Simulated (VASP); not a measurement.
# Al3O in VASP: a series of runs

Runs on Al3O. Level: LDA. Tasks: single point.

All numbers are computed with VASP 6.6.1; they aren't measurements. Logs are shortened: lines on timing, memory, paths and dates and some standing lists are left out, and cuts for length are marked.

## Step 1: The cell of the first run

The cell holds a slab with vacuum, 4 atoms: a = 2.817 Å, b = 2.817 Å, c = 21.104 Å, α = 90.00°, β = 90.00°, γ = 90.00°.

## Step 2: Single point, LDA

Contents of INCAR:

```
SYSTEM = Al3O
PREC     = Accurate       ! precision mode
ENCUT    = 520            ! plane-wave cutoff, eV
EDIFF    = 1E-6           ! SCF threshold, eV
ISMEAR   = 0              ! smearing method
SIGMA    = 0.1            ! smearing width, eV
LREAL    = .False.        ! projectors in reciprocal space
LASPH    = .True.         ! aspherical terms in the spheres
NELM     = 80             ! most SCF steps
ALGO     = Normal         ! electronic algorithm
ISIF     = 2              ! what is computed and relaxed
LWAVE    = .False.        ! write WAVECAR
LCHARG   = .False.        ! write CHGCAR
LDIPOL   = .True.       
IDIPOL   = 3            
DIPOL    = 0.5 0.5 0.354
NBANDS   = 16             ! bands
```

Contents of KPOINTS:

```
Automatic mesh
0
Gamma
  9 9 1
  0 0 0
```

Contents of POSCAR:

```
Al3O
1.0
    2.8168432364      0.0000000000      0.0000000000
    0.0000000000      2.8168432364      0.0000000000
    0.0000000000      0.0000000000     21.1042970937
Al O
3 1
Direct
    0.5000000000      0.5000000000      0.1895348602
    0.0000000000      0.0000000000      0.2867549192
    0.5000000000      0.5000000000      0.3840117042
    1.0000000000      1.0000000000      0.5560145899
```

Potentials or basis: VASP PAW LDA potentials, release 64 (Al, O).

Launch:

```
cat potpaw_LDA.64/Al/POTCAR potpaw_LDA.64/O/POTCAR > POTCAR
mpirun -np 1 vasp_std > vasp.out
```

OUTCAR:

```text
SYSTEM = Al3O
   PREC = Accurate
   ENCUT = 520
   EDIFF = 1E-6
   ISMEAR = 0
   LREAL = .False.
   LASPH = .True.
   NELM = 80
   ISIF = 2

 ion  position               nearest neighbor table
   1  0.500  0.500  0.190-   2 2.86   2 2.86   2 2.86   2 2.86
   2  0.000  0.000  0.287-   1 2.86   1 2.86   1 2.86   1 2.86   3 2.86   3 2.86   3 2.86   3 2.86

   3  0.500  0.500  0.384-   2 2.86   2 2.86   2 2.86   2 2.86
   4  0.000  0.000  0.556-

  LATTYP: Found a simple tetragonal cell.
 ALAT       =     2.8168432364
 C/A-ratio  =     7.4921801899

  Lattice vectors:

 A1 = (   2.8168432364,   0.0000000000,   0.0000000000)
 A2 = (   0.0000000000,   2.8168432364,   0.0000000000)
 A3 = (   0.0000000000,   0.0000000000,  21.1042970937)

Analysis of symmetry for initial positions (statically):
=====================================================================
 Subroutine PRICEL returns:
 Original cell was already a primitive cell.

 Routine SETGRP: Setting up the symmetry group for a
 simple tetragonal supercell.

 Subroutine GETGRP returns: Found  8 space group operations
 (whereof  8 operations were pure point group operations)
 out of a pool of 16 trial point group operations.

The static configuration has the point symmetry C_4v.

Analysis of symmetry for dynamics (positions and initial velocities):
=====================================================================
 Subroutine PRICEL returns:
 Original cell was already a primitive cell.

 Routine SETGRP: Setting up the symmetry group for a
 simple tetragonal supercell.

 Subroutine GETGRP returns: Found  8 space group operations
 (whereof  8 operations were pure point group operations)
 out of a pool of 16 trial point group operations.

The dynamic configuration has the point symmetry C_4v.

 Subroutine INISYM returns: Found  8 space group operations
 (whereof  8 operations are pure point group operations),
 and found     1 'primitive' translations

----------------------------------------------------------------------------------------

                                     Primitive cell

  volume of cell :     167.4543

  direct lattice vectors                    reciprocal lattice vectors
     2.816843236  0.000000000  0.000000000     0.355007331  0.000000000  0.000000000
     0.000000000  2.816843236  0.000000000     0.000000000  0.355007331  0.000000000
     0.000000000  0.000000000 21.104297094     0.000000000  0.000000000  0.047383715

  length of vectors
     2.816843236  2.816843236 21.104297094     0.355007331  0.355007331  0.047383715

  position of ions in fractional coordinates (direct lattice)
     0.500000000  0.500000000  0.189534860
     0.000000000  0.000000000  0.286754919
     0.500000000  0.500000000  0.384011704
     0.000000000  0.000000000  0.556014590

  ion indices of the primitive-cell ions
   primitive index   ion index
                 1           1
                 2           2
                 3           3
                 4           4

----------------------------------------------------------------------------------------

 KPOINTS: Automatic mesh

Automatic generation of k-mesh.
 Grid dimensions read from file:
 generate k-points for:    9    9    1

 Generating k-lattice:

  Cartesian coordinates                     Fractional coordinates (reciprocal lattice)
     0.039445259  0.000000000  0.000000000     0.111111111  0.000000000  0.000000000
     0.000000000  0.039445259  0.000000000     0.000000000  0.111111111  0.000000000
     0.000000000  0.000000000  0.047383715     0.000000000  0.000000000  1.000000000

  Length of vectors
     0.039445259  0.039445259  0.047383715

  Shift w.r.t. Gamma in fractional coordinates (k-lattice)
     0.000000000  0.000000000  0.000000000

 Subroutine IBZKPT returns following result:
 ===========================================

 Found     15 irreducible k-points:

 Following reciprocal coordinates:
            Coordinates               Weight
  0.000000  0.000000  0.000000      1.000000
  0.111111  0.000000  0.000000      4.000000
  0.222222  0.000000  0.000000      4.000000
  0.333333  0.000000  0.000000      4.000000
  0.444444  0.000000  0.000000      4.000000
  0.111111  0.111111  0.000000      4.000000
  0.222222  0.111111  0.000000      8.000000
  0.333333  0.111111  0.000000      8.000000
  0.444444  0.111111  0.000000      8.000000
  0.222222  0.222222  0.000000      4.000000
  0.333333  0.222222  0.000000      8.000000
  0.444444  0.222222  0.000000      8.000000
  0.333333  0.333333  0.000000      4.000000
  0.444444  0.333333  0.000000      8.000000
  0.444444  0.444444  0.000000      4.000000
   k-points           NKPTS =     15   k-points in BZ     NKDIM =     15   number of bands    NBANDS=     16
   number of dos      NEDOS =    301   number of ions     NIONS =      4
   total plane-waves  NPLWV =  92160
   dimension x,y,z NGX =    24 NGY =   24 NGZ =  160
   dimension x,y,z NGXF=    48 NGYF=   48 NGZF=  320
   ions per type =               3   1
   NGX,Y,Z   is equivalent  to a cutoff of  14.16, 14.16, 12.60 a.u.
   NGXF,Y,Z  is equivalent  to a cutoff of  28.33, 28.33, 25.21 a.u.
 SYSTEM =  Al3O
   PREC   = accura    normal or accurate (medium, high low for compatibility)
   ISTART =      0    job   : 0-new  1-cont  2-samecut
   ICHARG =      2    charge: 1-file 2-atom 10-const
   ISPIN  =      1    spin polarized calculation?
   LNONCOLLINEAR =      F non collinear calculations
   LSORBIT =      F    spin-orbit coupling
   LASPH  =      T    aspherical Exc in radial PAW
   ENCUT  =  520.0 eV  38.22 Ry    6.18 a.u.   5.24  5.24 39.24*2*pi/ulx,y,z
   NELM   =     80;   NELMIN=  2; NELMDL= -5     # of ELM steps
   EDIFF  = 0.1E-05   stopping-criterion for ELM
   LREAL  =      F    real-space projection
   EDIFFG = 0.1E-04   stopping-criterion for IOM
   NSW    =      0    number of steps for IOM
   IBRION =     -1    ionic relax: 0-MD 1-quasi-New 2-CG
   NFREE  =      0    steps in history (QN), initial steepest desc. (CG)
   ISIF   =      2    stress and relaxation
   ISYM   =      2    0-nonsym 1-usesym 2-fastsym
   POTIM  = 0.5000    time-step for ionic-motion
   TEBEG  =    0.0;   TEEND  =   0.0 temperature during run
   PSTRESS=    0.0 pullay stress
   NELECT =      15.0000    total number of electrons
   NUPDOWN=      -1.0000    fix difference up-down
   EMIN   =  10.00;   EMAX   =-10.00  energy-range for DOS
   EFERMI =   0.00;   METHOD = LEGACY
   ISMEAR =     0;   SIGMA  =   0.10  broadening in eV -4-tet -1-fermi 0-gaus
   EFERMI_NEDOS =   21; number of points for ismear=-14 and -15
   IALGO  =     38    algorithm
   IMIX   =      4    mixing-type and parameters
     AMIX     =   0.40;   BMIX     =  1.00
     AMIX_MAG =   1.60;   BMIX_MAG =  1.00
  volume/ion in A,a.u.               =      41.86       282.51
  Fermi-wavevector in a.u.,A,eV,Ry     =   0.732498  1.384221  7.300253  0.536553
  Thomas-Fermi vector in A             =   1.824976
   LORBIT       =      0    0 simple, 1 ext, 2 COOP (PROOUT), +10 PAW based schemes
   GGA     = CA    functional components
   LHFCALC =     F    Hartree Fock is set to
   AEXX    =    0.0000 exact exchange contribution
   IVDW    =     0    specifies the selected vdW correction
   LEPSILON=     F    determine dielectric tensor
   LRPA    =     F    only Hartree local field effects (RPA)
 non-spin polarized calculation
 Gauss-broadening in eV      SIGMA  =   0.10
  energy-cutoff  :      520.00
  volume of cell :      167.45
 maximum number of plane-waves:      4559
 NGX is ok and might be reduce to    24
   NGX = 11   NGY = 11   NGZ = 79

 number of electron      15.0000002 magnetization

 dipolmoment           0.000000      0.000000      0.228798 electrons x Angstroem

 Free energy of the ion-electron system (eV)
  ---------------------------------------------------
  ext. energy  EPLUGINS =         0.00000000
  ---------------------------------------------------
  free energy    TOTEN  =       -13.12540426 eV

  energy without entropy =      -13.10189038  energy(sigma->0) =      -13.11364732

 E-fermi :  -2.1943     XC(G=0):  -4.9509

 val. band max:       -2.2023713881   @ k =   0.3333   0.3333   0.0000
 cond. band min:      -2.1417403016   @ k =   0.4444   0.3333   0.0000
 fundamental gap:      0.0606310865
 Fermi energy:        -2.1943399811

 k-point     1 :       0.0000    0.0000    0.0000
  band No.  band energies     occupation
      1     -17.3860      2.00000
      2     -12.7817      2.00000
      3     -10.5054      2.00000
      4      -7.1292      2.00000
      5      -4.0641      2.00000
      6      -2.7663      2.00000
[... 8 lines left out ...]
     15       5.5535      0.00000
     16       5.9713      0.00000

 k-point     2 :       0.1111    0.0000    0.0000
  band No.  band energies     occupation
      1     -17.3410      2.00000
      2     -12.5532      2.00000
      3     -10.2796      2.00000
      4      -6.9048      2.00000
      5      -3.8607      2.00000
      6      -2.7011      2.00000
[... 8 lines left out ...]
     15       5.7055      0.00000
     16       5.8204      0.00000

 k-point     3 :       0.2222    0.0000    0.0000
  band No.  band energies     occupation
      1     -17.2242      2.00000
      2     -11.8700      2.00000
      3      -9.6045      2.00000
      4      -6.2356      2.00000
      5      -3.2833      2.00000
      6      -2.5622      2.00000
[... 8 lines left out ...]
     15       5.0533      0.00000
     16       6.2403      0.00000
[... 191 lines left out ...]
 k-point    14 :       0.4444    0.3333    0.0000
  band No.  band energies     occupation
      1     -16.7290      2.00000
      2      -7.1921      2.00000
      3      -5.2721      2.00000
      4      -4.9848      2.00000
      5      -3.2583      2.00000
      6      -3.0993      2.00000
[... 8 lines left out ...]
     15       2.7276      0.00000
     16       3.7070      0.00000

 k-point    15 :       0.4444    0.4444    0.0000
  band No.  band energies     occupation
      1     -16.6475      2.00000
      2      -5.7083      2.00000
      3      -4.3366      2.00000
      4      -3.5333      2.00000
      5      -3.1382      2.00000
      6      -3.1203      2.00000
[... 8 lines left out ...]
     15       2.4217      0.00000
     16       2.7205      0.00000

------------------------ aborting loop because EDIFF is reached ----------------------------------------

 vacuum level on the upper side and lower side of the slab       (xc-potential included)         2.394        -2.687

  FORCE on cell =-STRESS in cart. coord.  units (eV):
  Direction    XX          YY          ZZ          XY          YZ          ZX
  --------------------------------------------------------------------------------------
  -------------------------------------------------------------------------------------
  Total       -4.7113703     -4.7113703     -0.7149424      0.0000000      0.0000000      0.0000000
  in kB      -45.0776819    -45.0776819     -6.8404616      0.0000000      0.0000000      0.0000000
  external PRESSURE =     -32.3319418 kB  Pullay stress =       0.0000000 kB

 VOLUME and BASIS-vectors are now :
 -----------------------------------------------------------------------------
  energy-cutoff  :      520.00
  volume of cell :      167.45
      direct lattice vectors                 reciprocal lattice vectors
     2.816843236  0.000000000  0.000000000     0.355007331  0.000000000  0.000000000
     0.000000000  2.816843236  0.000000000     0.000000000  0.355007331  0.000000000
     0.000000000  0.000000000 21.104297094     0.000000000  0.000000000  0.047383715

 POSITION                                       TOTAL-FORCE (eV/Angst)
 -----------------------------------------------------------------------------------
      1.40842      1.40842      4.00000        -0.000000      0.000000     -0.191431
      0.00000      0.00000      6.05176        -0.000000      0.000000     -0.006187
      1.40842      1.40842      8.10430        -0.000000     -0.000000      0.616054
      0.00000      0.00000     11.73430         0.000000      0.000000     -0.418436
 -----------------------------------------------------------------------------------
    total drift:                                0.000000     -0.000000     -0.000012

  FREE ENERGIE OF THE ION-ELECTRON SYSTEM (eV)
  ---------------------------------------------------
  free  energy   TOTEN  =       -13.1254042559 eV

  energy  without entropy=      -13.1018903788  energy(sigma->0) =      -13.11364732

 vacuum level on the upper side and lower side of the slab         7.488         2.270
```

It took 41 s on 1 thread of Intel Xeon 6975P-C (Granite Rapids), shared host; peak memory 0.23 GiB.

What came out:

- Free energy: -13.1254 eV
- Largest force: 0.616 eV/Å

Forces on the atoms (eV/Å):
```
Al   0.000  0.000 -0.191
Al   0.000  0.000 -0.006
Al   0.000  0.000  0.616
O    0.000  0.000 -0.418
```

Levels at points of the mesh, in eV from the Fermi level:
```tsv
k point	band 5	band 6	band 7	band 8	band 9	band 10	band 11	band 12
(0.00, 0.00, 0.00)	-1.87	-0.57	0.51	0.51	2.28	4.43	6.06	6.08
```

Caveat: an odd number of electrons without spin polarisation forces a metal; a magnetic or distorted state may lie lower.

## Step 3: Single point, LDA

Contents of INCAR:

```
  PREC = Accurate
  ENCUT = 520
  EDIFF = 1E-7
  ISMEAR = 0
  SIGMA = 0.1
  LREAL = False
  LASPH = True
  NELM = 100
  ALGO = Normal
  ISIF = 2
  LWAVE = False
  LCHARG = True
  LDIPOL = True
  IDIPOL = 3
  DIPOL = 0.5 0.5 0.314
  GGA = CA
  LELF = True
  LVHAR = True
  LVACPOTAV = True
  NBANDS = 16
```

Contents of KPOINTS:

```
Automatic mesh
0
Gamma
  9 9 1
```

POSCAR: that of step 2 with these lines changed.

```diff
@@ -11,2 +11,2 @@
     0.5000000000      0.5000000000      0.3840117042
-    1.0000000000      1.0000000000      0.5560145899
+    1.0000000000      1.0000000000      0.3972791445
```

Potentials or basis: VASP PAW LDA potentials, release 64 (Al, O).

Launch:

```
cat potpaw_LDA.64/Al/POTCAR potpaw_LDA.64/O/POTCAR > POTCAR
mpirun -np 1 vasp_std > vasp.out
```

Wall time 38 s (1 thread of Intel Xeon 6975P-C (Granite Rapids), shared host); peak memory 0.23 GiB.

The run converged. Its results:

```
Free energy   : -20.5624 eV
Largest force : 1.838 eV/Å
```

Forces on the atoms (eV/Å):
```
Al   0.000  0.000 -0.374
Al   0.000  0.000 -0.662
Al   0.000  0.000 -0.802
O    0.000  0.000  1.838
```

Levels at points of the mesh, in eV from the Fermi level:
```
           k point  band 5  band 6  band 7  band 8  band 9  band 10  band 11  band 12
(0.00, 0.00, 0.00)   -6.74   -5.60   -2.94   -0.28    1.86     3.04     3.47     4.40
```

Caveat: an odd number of electrons without spin polarisation forces a metal; a magnetic or distorted state may lie lower.

## Step 4: Single point, LDA

Contents of INCAR:

```
PREC = Accurate
ENCUT = 520
EDIFF = 1E-6
ISMEAR = 0
SIGMA = 0.1
LREAL = F
LASPH = T
NELM = 60
ALGO = Normal
ISIF = 2
LWAVE = F
LCHARG = F
LDIPOL = T
IDIPOL = 3
DIPOL = 0.5 0.5 0.335
GGA = CA
NBANDS = 16
```

Contents of KPOINTS:

```
regular mesh
0
Gamma
  9 9 1
```

POSCAR: that of step 3 with these lines changed.

```diff
@@ -11,2 +11,2 @@
     0.5000000000      0.5000000000      0.3840117042
-    1.0000000000      1.0000000000      0.3972791445
+    0.5000000000      0.5000000000      0.4802006458
```

Launch:

```
cat potpaw_LDA.64/Al/POTCAR potpaw_LDA.64/O/POTCAR > POTCAR
mpirun -np 1 vasp_std > vasp.out
```

It took 43 s on 1 thread of Intel Xeon Platinum 8488C (Sapphire Rapids), shared host; peak memory 0.23 GiB.

Results (log left out):

- Free energy: -16.4247 eV
- Largest force: 3.941 eV/Å

Forces in eV/Å, atoms in the order of the input:
```
Al   0.000  0.000 -0.134
Al   0.000  0.000  0.344
Al   0.000  0.000  3.732
O    0.000  0.000 -3.941
```

Levels at points of the mesh, in eV from the Fermi level:
```
           k point  band 5  band 6  band 7  band 8  band 9  band 10  band 11  band 12
(0.00, 0.00, 0.00)   -2.45    0.17    0.17    0.17    3.27     4.95     6.08     6.47
```

Caveat: an odd number of electrons without spin polarisation forces a metal; a magnetic or distorted state may lie lower.

(Continued in part 2 of 2.)
